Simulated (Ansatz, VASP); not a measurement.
One calculation of ZnSb2S6, two programs

The input INCAR:

```
SYSTEM = ZnSb2S6
PREC = Accurate ; ENCUT = 520
EDIFF = 1E-6 ; ISMEAR = 0
SIGMA = 0.2 ; LREAL = .False.
LASPH = .True. ; NELM = 100
ALGO = Normal ; ISIF = 2
LWAVE = .False. ; LCHARG = .False.
GGA = PE ; NBANDS = 39
```

File KPOINTS:

```
regular mesh
0
Gamma
  4 4 4
  0 0 0
```

The input POSCAR:

```
ZnSb2S6
1.0
    0.0000000000      4.4337610076      4.4337610076
    4.4337610076      0.0000000000      4.4337610076
    4.4337610076      4.4337610076      0.0000000000
Zn Sb S
1 2 6
Direct
    0.0000000000      0.0000000000      0.0000000000
    0.2500000000      0.2500000000      0.2500000000
    0.7500000000      0.7500000000      0.7500000000
    0.7372952982      0.7372952982      0.2627047018
    0.7372952982      0.2627047018      0.7372952982
    0.2627047018      0.7372952982      0.2627047018
    0.2627047018      0.2627047018      0.7372952982
    0.2627047018      0.7372952982      0.7372952982
    0.7372952982      0.2627047018      0.2627047018
```

Input for Ansatz:

```yaml
crystal:
  lattice:
    - [0.0, 4.4337610076, 4.4337610076]
    - [4.4337610076, 0.0, 4.4337610076]
    - [4.4337610076, 4.4337610076, 0.0]
  atoms:
    - { symbol: Zn, position: [0.0, 0.0, 0.0] }
    - { symbol: Sb, position: [0.25, 0.25, 0.25] }
    - { symbol: Sb, position: [0.75, 0.75, 0.75] }
    - { symbol: S, position: [0.7372952982, 0.7372952982, 0.2627047018] }
    - { symbol: S, position: [0.7372952982, 0.2627047018, 0.7372952982] }
    - { symbol: S, position: [0.2627047018, 0.7372952982, 0.2627047018] }
    - { symbol: S, position: [0.2627047018, 0.2627047018, 0.7372952982] }
    - { symbol: S, position: [0.2627047018, 0.7372952982, 0.7372952982] }
    - { symbol: S, position: [0.7372952982, 0.2627047018, 0.2627047018] }
basis:
  ecutwfc: 420
kpoints:
  mp_grid: { grid: [4, 4, 4] }
hamiltonian:
  xc: pbe
scf:
  occupations: { method: gaussian, width: 0.2 }
  lower_state_search: "off"
output:
  forces: true
  stress: true
  eigenvalues: true
```

Alike in both runs: task single point; functional PBE; k mesh 4 × 4 × 4; occupations gaussian, width 0.2 eV; no spin polarisation.

|  | VASP | Ansatz |
| --- | --- | --- |
| version | VASP 6.6.1 | Ansatz 0.2.0 |
| potentials or method | VASP PAW PBE potentials, release 64 (Zn, Sb, S), cutoff 520 eV | scalar-relativistic, plane waves, PAW |
| valence electrons in the cell | 58 | 78 |

|  | VASP | Ansatz | Ansatz less VASP |
| --- | --- | --- | --- |
| gap on the k mesh at the Fermi level (eV) | none | none | - |
| pressure (GPa) | 0.1 | 0.2 | +0.13 |
| rms of the force components (eV/Å) | 0.044 | 0.030 | -0.0138 |

Atom by atom the forces differ by 0.014 eV/Å (rms over components). A gap of «none» marks a metal or a gap that the smearing closes. With one functional, cell and mesh, what is left measures potentials, basis and numerics. VASP's potentials hold 58 valence electrons a cell and Ansatz's 78, so a difference there can come from the potentials and not from the codes.

Spin-orbit coupling is off throughout.
